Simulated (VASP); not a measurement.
# BaTl3B: relaxation of cell and atoms with PBE

BaTl3B:

```
CELL_PARAMETERS angstrom
5.23966 0.00000 0.00000
0.00000 5.23966 0.00000
0.00000 0.00000 5.23966
ATOMIC_POSITIONS crystal
Ba 0.00000 0.00000 0.00000
Tl 0.00000 0.50000 0.50000
Tl 0.50000 0.00000 0.50000
Tl 0.50000 0.50000 0.00000
B 0.50000 0.50000 0.50000
```

| Item | Value |
| --- | --- |
| Program | VASP 6.6.1 |
| Task | relaxation of cell and atoms |
| Functional | PBE |
| Potentials or basis | VASP PAW PBE potentials, release 64 (Ba_sv, Tl_d, B) |
| Cutoff | 600 eV |
| k mesh | 8 × 8 × 8 |
| Occupations | gaussian, width 0.1 eV |
| Spin | no spin polarisation |
| Dipole correction | no |
| Further INCAR settings | ALGO = Fast; EDIFF = 1e-06; IBRION = 2; EDIFFG = -0.01; NSW = 100; ISIF = 3 |

- Relaxed volume: 29.03 Å³/atom
- Relaxed cell: a = 5.256 Å, b = 5.256 Å, c = 5.256 Å, α = 90.00°, β = 90.00°, γ = 90.00°
- Space group after relaxing (to 0.05 Å): Pm-3m (No. 221)
- Energy gained by relaxing: 0.2 meV/atom
- Ionic steps: 3
- Pressure after relaxing: 0.0 GPa
- Band gap on the k mesh: zero (band 26 reaches 5.31 eV, above the bottom of band 27 at 4.67 eV)

The path:
```tsv
step	energy change (eV)	largest force (eV/Å)	pressure (GPa)	volume (Å³)
1	0.0000	0.0000	0.27	143.85
2	-0.0010	0.0000	0.06	144.88
3	-0.0011	0.0000	0.00	145.16
```

Final structure:
```
Ba Tl B
1.0
     5.25551    0.00000    0.00000
     0.00000    5.25551    0.00000
     0.00000    0.00000    5.25551
Ba Tl B
1 3 1
Cartesian
  0.0000 0.0000 0.0000
  0.0000 2.6278 2.6278
  2.6278 0.0000 2.6278
  2.6278 2.6278 0.0000
  2.6278 2.6278 2.6278
```

Levels at points of the mesh, in eV from the Fermi level:
```csv
k point,band 22,band 23,band 24,band 25,band 26,band 27,band 28,band 29,band 30,band 31
"(0.00, 0.00, 0.00)",-4.74,-2.70,-2.70,-2.70,-1.91,2.55,2.55,2.82,2.82,2.82
"(0.50, 0.00, 0.00)",-4.50,-2.43,-2.43,-2.36,-0.24,0.85,1.39,1.39,1.56,1.56
"(0.50, 0.50, 0.00)",-6.44,-3.39,-2.27,-1.70,0.18,0.18,1.74,1.74,3.03,3.03
"(0.50, 0.50, 0.50)",-6.40,-6.40,-1.09,-1.09,-1.09,2.75,2.75,2.75,3.37,3.78
```

Run time: 9.2 min on 1 thread of Intel Xeon 6975P-C, with other jobs on the host, peak memory 0.4 GiB.

Caveat: spin-orbit coupling is left out, which moves the levels of the heavy elements.
